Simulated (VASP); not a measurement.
Here is a VASP 6.6.1 calculation.

POSCAR

```
Sn
1.0
   -1.8946500000      1.8946500000      1.8946500000
    1.8946500000     -1.8946500000      1.8946500000
    1.8946500000      1.8946500000     -1.8946500000
Sn
1
Direct
    0.0000000000      0.0000000000      0.0000000000
```

The input INCAR.step1:

```
PREC     = Accurate       # precision mode
ENCUT    = 550            # plane-wave cutoff, eV
ISMEAR   = 0              # smearing method
SIGMA    = 0.5            # smearing width, eV
LREAL    = False          # projectors in reciprocal space
LASPH    = True           # aspherical terms in the spheres
NELM     = 120            # most SCF steps
NBANDS   = 13             # bands
GGA      = PE             # functional
ALGO     = Normal         # electronic algorithm
EDIFF    = 1E-5           # SCF threshold, eV
LWAVE    = True           # write WAVECAR
LCHARG   = False          # write CHGCAR
GGA_COMPAT= False
```

The input INCAR.step2:

```
PREC     = Accurate       # precision mode
ENCUT    = 550            # plane-wave cutoff, eV
EDIFF    = 1E-6           # SCF threshold, eV
ISMEAR   = 0              # smearing method
SIGMA    = 0.5            # smearing width, eV
LREAL    = False          # projectors in reciprocal space
LASPH    = True           # aspherical terms in the spheres
NELM     = 120            # most SCF steps
ALGO     = Normal         # electronic algorithm
ISIF     = 2              # what is computed and relaxed
LWAVE    = False          # write WAVECAR
LCHARG   = False          # write CHGCAR
METAGGA  = R2SCAN         # meta-GGA
LMIXTAU  = True         
NBANDS   = 13             # bands
ISTART   = 1            
GGA_COMPAT= False
```

Contents of KPOINTS:

```
Automatic mesh
0
Gamma
  9 9 9
```

Potentials or basis: VASP PAW PBE potentials, release 64 (Sn_d).

The run is started by

```sh
$ cat potpaw_PBE.64/Sn_d/POTCAR > POTCAR
$ cp INCAR.step1 INCAR
$ mpirun -np 1 vasp_std > vasp.out
$ cp INCAR.step2 INCAR
$ mpirun -np 1 vasp_std > vasp.out
```

(1) Predict the pressure.

(2) Predict the band gap on the k mesh.

Answers

(1) -0.6 GPa.

(2) zero (band 7 reaches 16.45 eV, above the bottom of band 8 at 5.41 eV).

Caveat: the PAW data sets were made with another functional, which shifts forces and pressure a little; spin-orbit coupling is left out, which moves the levels of the heavy elements.
